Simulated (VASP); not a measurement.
# MoSe (Pm-3m) in VASP: notebook

Runs on MoSe. Level: PBE. Tasks: single point, relaxation of cell and atoms.

Program: VASP 6.6.1. These are calculated values, not measurements. Logs are shortened: lines on timing, memory, paths and dates and some standing lists are left out, and cuts for length are marked.

### Step 1. The cell of the first run

It takes space group Pm-3m (No. 221, cubic). The conventional cell has a = 3.146 Å, b = 3.146 Å, c = 3.146 Å, α = 90.00°, β = 90.00°, γ = 90.00°. Within 3.6 Å of Mo (site symmetry m-3m) lie 8 Se at 2.72 Å and 6 Mo at 3.15 Å. Se (site symmetry m-3m) has 8 Mo at 2.72 Å and 6 Se at 3.15 Å within 3.6 Å.

### Step 2. Single point, PBE

File INCAR:

```
PREC     = Accurate       # precision mode
ENCUT    = 520            # plane-wave cutoff, eV
EDIFF    = 1E-7           # SCF threshold, eV
ISMEAR   = 0              # smearing method
SIGMA    = 0.1            # smearing width, eV
LREAL    = F              # projectors in reciprocal space
LASPH    = T              # aspherical terms in the spheres
NELM     = 80             # most SCF steps
ALGO     = Normal         # electronic algorithm
ISIF     = 2              # what is computed and relaxed
LWAVE    = F              # write WAVECAR
LCHARG   = F              # write CHGCAR
GGA      = PE             # functional
NBANDS   = 17             # bands
```

File KPOINTS:

```
regular mesh
0
Gamma
  14 14 14
```

File POSCAR:

```
MoSe
1.0
    3.1462013392      0.0000000000      0.0000000000
    0.0000000000      3.1462013392      0.0000000000
    0.0000000000      0.0000000000      3.1462013392
Mo Se
1 1
Direct
    0.0000000000      0.0000000000      0.0000000000
    0.5000000000      0.5000000000      0.5000000000
```

Potentials or basis: VASP PAW PBE potentials, release 64 (Mo_sv, Se).

Run with:

```
$ cat potpaw_PBE.64/Mo_sv/POTCAR potpaw_PBE.64/Se/POTCAR > POTCAR
$ mpirun -np 1 vasp_std > vasp.out
```

OUTCAR:

```text
PREC = Accurate
   ENCUT = 520
   EDIFF = 1E-7
   ISMEAR = 0
   LREAL = F
   LASPH = T
   NELM = 80
   ISIF = 2
   GGA = PE

 ion  position               nearest neighbor table
   1  0.000  0.000  0.000-   2 2.72   2 2.72   2 2.72   2 2.72   2 2.72   2 2.72   2 2.72   2 2.72

   2  0.500  0.500  0.500-   1 2.72   1 2.72   1 2.72   1 2.72   1 2.72   1 2.72   1 2.72   1 2.72

  LATTYP: Found a simple cubic cell.
 ALAT       =     3.1462013392

  Lattice vectors:

 A1 = (   3.1462013392,   0.0000000000,   0.0000000000)
 A2 = (   0.0000000000,   3.1462013392,   0.0000000000)
 A3 = (   0.0000000000,   0.0000000000,   3.1462013392)

Analysis of symmetry for initial positions (statically):
=====================================================================
 Subroutine PRICEL returns:
 Original cell was already a primitive cell.

 Routine SETGRP: Setting up the symmetry group for a
 simple cubic supercell.

 Subroutine GETGRP returns: Found 48 space group operations
 (whereof 48 operations were pure point group operations)
 out of a pool of 48 trial point group operations.

The static configuration has the point symmetry O_h .

Analysis of symmetry for dynamics (positions and initial velocities):
=====================================================================
 Subroutine PRICEL returns:
 Original cell was already a primitive cell.

 Routine SETGRP: Setting up the symmetry group for a
 simple cubic supercell.

 Subroutine GETGRP returns: Found 48 space group operations
 (whereof 48 operations were pure point group operations)
 out of a pool of 48 trial point group operations.

The dynamic configuration has the point symmetry O_h .

 Subroutine INISYM returns: Found 48 space group operations
 (whereof 48 operations are pure point group operations),
 and found     1 'primitive' translations

----------------------------------------------------------------------------------------

                                     Primitive cell

  volume of cell :      31.1429

  direct lattice vectors                    reciprocal lattice vectors
     3.146201339  0.000000000  0.000000000     0.317843613  0.000000000  0.000000000
     0.000000000  3.146201339  0.000000000     0.000000000  0.317843613  0.000000000
     0.000000000  0.000000000  3.146201339     0.000000000  0.000000000  0.317843613

  length of vectors
     3.146201339  3.146201339  3.146201339     0.317843613  0.317843613  0.317843613

  position of ions in fractional coordinates (direct lattice)
     0.000000000  0.000000000  0.000000000
     0.500000000  0.500000000  0.500000000

  ion indices of the primitive-cell ions
   primitive index   ion index
                 1           1
                 2           2

----------------------------------------------------------------------------------------

 KPOINTS: regular mesh

Automatic generation of k-mesh.
 Grid dimensions read from file:
 generate k-points for:   14   14   14

 Generating k-lattice:

  Cartesian coordinates                     Fractional coordinates (reciprocal lattice)
     0.022703115  0.000000000  0.000000000     0.071428571  0.000000000  0.000000000
     0.000000000  0.022703115  0.000000000     0.000000000  0.071428571  0.000000000
     0.000000000  0.000000000  0.022703115     0.000000000  0.000000000  0.071428571

  Length of vectors
     0.022703115  0.022703115  0.022703115

  Shift w.r.t. Gamma in fractional coordinates (k-lattice)
     0.000000000  0.000000000  0.000000000

 Subroutine IBZKPT returns following result:
 ===========================================

 Found    120 irreducible k-points:

 Following reciprocal coordinates:
            Coordinates               Weight
  0.000000  0.000000  0.000000      1.000000
  0.071429  0.000000  0.000000      6.000000
  0.142857  0.000000  0.000000      6.000000
  0.214286  0.000000  0.000000      6.000000
  0.285714  0.000000  0.000000      6.000000
  0.357143  0.000000  0.000000      6.000000
[... 16 lines left out ...]
  0.285714  0.214286  0.000000     24.000000
  0.357143  0.214286  0.000000     24.000000
 [... further k-points ...]
   k-points           NKPTS =    120   k-points in BZ     NKDIM =    120   number of bands    NBANDS=     17
   number of dos      NEDOS =    301   number of ions     NIONS =      2
   total plane-waves  NPLWV =  13824
   dimension x,y,z NGX =    24 NGY =   24 NGZ =   24
   dimension x,y,z NGXF=    48 NGYF=   48 NGZF=   48
   ions per type =               1   1
   NGX,Y,Z   is equivalent  to a cutoff of  12.68, 12.68, 12.68 a.u.
   NGXF,Y,Z  is equivalent  to a cutoff of  25.36, 25.36, 25.36 a.u.
 SYSTEM =  unknown system
   PREC   = accura    normal or accurate (medium, high low for compatibility)
   ISTART =      0    job   : 0-new  1-cont  2-samecut
   ICHARG =      2    charge: 1-file 2-atom 10-const
   ISPIN  =      1    spin polarized calculation?
   LNONCOLLINEAR =      F non collinear calculations
   LSORBIT =      F    spin-orbit coupling
   LASPH  =      T    aspherical Exc in radial PAW
   ENCUT  =  520.0 eV  38.22 Ry    6.18 a.u.   5.85  5.85  5.85*2*pi/ulx,y,z
   NELM   =     80;   NELMIN=  2; NELMDL= -5     # of ELM steps
   EDIFF  = 0.1E-06   stopping-criterion for ELM
   LREAL  =      F    real-space projection
   EDIFFG = 0.1E-05   stopping-criterion for IOM
   NSW    =      0    number of steps for IOM
   IBRION =     -1    ionic relax: 0-MD 1-quasi-New 2-CG
   NFREE  =      0    steps in history (QN), initial steepest desc. (CG)
   ISIF   =      2    stress and relaxation
   ISYM   =      2    0-nonsym 1-usesym 2-fastsym
   POTIM  = 0.5000    time-step for ionic-motion
   TEBEG  =    0.0;   TEEND  =   0.0 temperature during run
   PSTRESS=    0.0 pullay stress
   NELECT =      20.0000    total number of electrons
   NUPDOWN=      -1.0000    fix difference up-down
   EMIN   =  10.00;   EMAX   =-10.00  energy-range for DOS
   EFERMI =   0.00;   METHOD = LEGACY
   ISMEAR =     0;   SIGMA  =   0.10  broadening in eV -4-tet -1-fermi 0-gaus
   EFERMI_NEDOS =   21; number of points for ismear=-14 and -15
   IALGO  =     38    algorithm
   IMIX   =      4    mixing-type and parameters
     AMIX     =   0.40;   BMIX     =  1.00
     AMIX_MAG =   1.60;   BMIX_MAG =  1.00
  volume/ion in A,a.u.               =      15.57       105.08
  Fermi-wavevector in a.u.,A,eV,Ry     =   1.412424  2.669094 27.142815  1.994941
  Thomas-Fermi vector in A             =   2.534174
   LORBIT       =      0    0 simple, 1 ext, 2 COOP (PROOUT), +10 PAW based schemes
   GGA     = PE    functional components
   LHFCALC =     F    Hartree Fock is set to
   AEXX    =    0.0000 exact exchange contribution
   IVDW    =     0    specifies the selected vdW correction
   LEPSILON=     F    determine dielectric tensor
   LRPA    =     F    only Hartree local field effects (RPA)
 non-spin polarized calculation
 Gauss-broadening in eV      SIGMA  =   0.10
  energy-cutoff  :      520.00
  volume of cell :       31.14
 maximum number of plane-waves:       861
 NGX is ok and might be reduce to    24
   NGX = 11   NGY = 11   NGZ = 11

 number of electron      20.0000000 magnetization

 Free energy of the ion-electron system (eV)
  ---------------------------------------------------
  ext. energy  EPLUGINS =         0.00000000
  ---------------------------------------------------
  free energy    TOTEN  =       -14.22729131 eV

  energy without entropy =      -14.21898629  energy(sigma->0) =      -14.22313880

 E-fermi :  11.2007     XC(G=0): -12.6193

 val. band max:       11.1992915741   @ k =   0.4286   0.2143   0.0000
 cond. band min:      11.2060206442   @ k =   0.5000   0.4286   0.2143
 fundamental gap:      0.0067290701
 Fermi energy:        11.2007005578

 k-point     1 :       0.0000    0.0000    0.0000
  band No.  band energies     occupation
      1     -49.9184      2.00000
      2     -23.9170      2.00000
      3     -23.9170      2.00000
      4     -23.9170      2.00000
      5      -5.3582      2.00000
      6       7.6342      2.00000
[... 9 lines left out ...]
     16      20.6152      0.00000
     17      27.1830      0.00000

 k-point     2 :       0.0714    0.0000    0.0000
  band No.  band energies     occupation
      1     -49.9173      2.00000
      2     -23.9320      2.00000
      3     -23.9155      2.00000
      4     -23.9155      2.00000
      5      -5.2926      2.00000
      6       7.3333      2.00000
[... 9 lines left out ...]
     16      20.8111      0.00000
     17      26.8803      0.00000

 k-point     3 :       0.1429    0.0000    0.0000
  band No.  band energies     occupation
      1     -49.9142      2.00000
      2     -23.9739      2.00000
      3     -23.9115      2.00000
      4     -23.9115      2.00000
      5      -5.1013      2.00000
      6       6.4934      2.00000
[... 9 lines left out ...]
     16      21.4254      0.00000
     17      25.4824      0.00000

 k-point     4 :       0.2143    0.0000    0.0000
  band No.  band energies     occupation
      1     -49.9098      2.00000
      2     -24.0340      2.00000
      3     -23.9057      2.00000
      4     -23.9057      2.00000
      5      -4.8020      2.00000
      6       5.3984      2.00000
[... 9 lines left out ...]
     16      22.4302      0.00000
     17      23.9234      0.00000
[... 343 lines left out ...]
      1     -49.9014      2.00000
      2     -24.0253      2.00000
      3     -24.0133      2.00000
      4     -23.8951      2.00000
      5      -4.3514      2.00000
      6       5.3812      2.00000
[... 9 lines left out ...]
     16      21.0859      0.00000
     17      22.1693      0.00000

 k-point    23 :       0.2857    0.2143    0.0000
  band No.  band energies     occupation
      1     -49.8965      2.00000
      2     -24.0839      2.00000
      3     -24.0104      2.00000
      4     -23.8890      2.00000
      5      -4.0575      2.00000
      6       4.6522      2.00000
[... 9 lines left out ...]
     16      21.0804      0.00000
     17      22.5732      0.00000

 k-point    24 :       0.3571    0.2143    0.0000
  band No.  band energies     occupation
      1     -49.8922      2.00000
      2     -24.1408      2.00000
      3     -24.0031      2.00000
      4     -23.8835      2.00000
      5      -3.7605      2.00000
      6       3.9077      2.00000
[... 9 lines left out ...]
     16      21.0149      0.00000
     17      22.2811      0.00000

 [... further k-points ...]
[... 5 lines left out ...]
  --------------------------------------------------------------------------------------
  -------------------------------------------------------------------------------------
  Total        0.0707283      0.0707283      0.0707283      0.0000000     -0.0000000      0.0000000
  in kB        3.6386809      3.6386809      3.6386809      0.0000000     -0.0000000      0.0000000
  external PRESSURE =       3.6386809 kB  Pullay stress =       0.0000000 kB

 VOLUME and BASIS-vectors are now :
 -----------------------------------------------------------------------------
  energy-cutoff  :      520.00
  volume of cell :       31.14
      direct lattice vectors                 reciprocal lattice vectors
     3.146201339  0.000000000  0.000000000     0.317843613  0.000000000  0.000000000
     0.000000000  3.146201339  0.000000000     0.000000000  0.317843613  0.000000000
     0.000000000  0.000000000  3.146201339     0.000000000  0.000000000  0.317843613

 POSITION                                       TOTAL-FORCE (eV/Angst)
 -----------------------------------------------------------------------------------
      0.00000      0.00000      0.00000         0.000000      0.000000      0.000000
      1.57310      1.57310      1.57310         0.000000      0.000000      0.000000
 -----------------------------------------------------------------------------------
    total drift:                                0.000000      0.000000      0.000000

  FREE ENERGIE OF THE ION-ELECTRON SYSTEM (eV)
  ---------------------------------------------------
  free  energy   TOTEN  =       -14.2272913140 eV

  energy  without entropy=      -14.2189862873  energy(sigma->0) =      -14.22313880
```

Wall time 13 s (1 thread of Intel Xeon 6975P-C (Granite Rapids), shared host); peak memory 0.18 GiB.

Results:

```
Free energy            : -14.2273 eV
Pressure               : 0.4 GPa
Band gap on the k mesh : zero (bands 10 and 11 overlap by 3.17 eV)
```

Levels at points of the mesh, in eV from the Fermi level:
| k point | band 6 | band 7 | band 8 | band 9 | band 10 | band 11 | band 12 | band 13 | band 14 | band 15 |
| --- | --- | --- | --- | --- | --- | --- | --- | --- | --- | --- |
| (0.00, 0.00, 0.00) | -3.57 | -3.57 | -1.84 | -1.84 | -1.84 | 0.63 | 0.63 | 0.63 | 3.37 | 9.41 |
| (0.50, 0.00, 0.00) | -8.75 | -3.70 | -3.70 | -2.64 | 0.93 | 1.94 | 4.25 | 4.25 | 5.32 | 5.87 |
| (0.50, 0.50, 0.00) | -6.20 | -6.20 | -3.18 | -0.97 | -0.97 | -0.33 | 0.31 | 2.23 | 4.90 | 10.45 |
| (0.50, 0.50, 0.50) | -7.57 | -7.57 | -7.57 | 2.34 | 2.34 | 2.93 | 2.93 | 2.93 | 4.63 | 4.63 |

(Continued in part 2 of 2.)
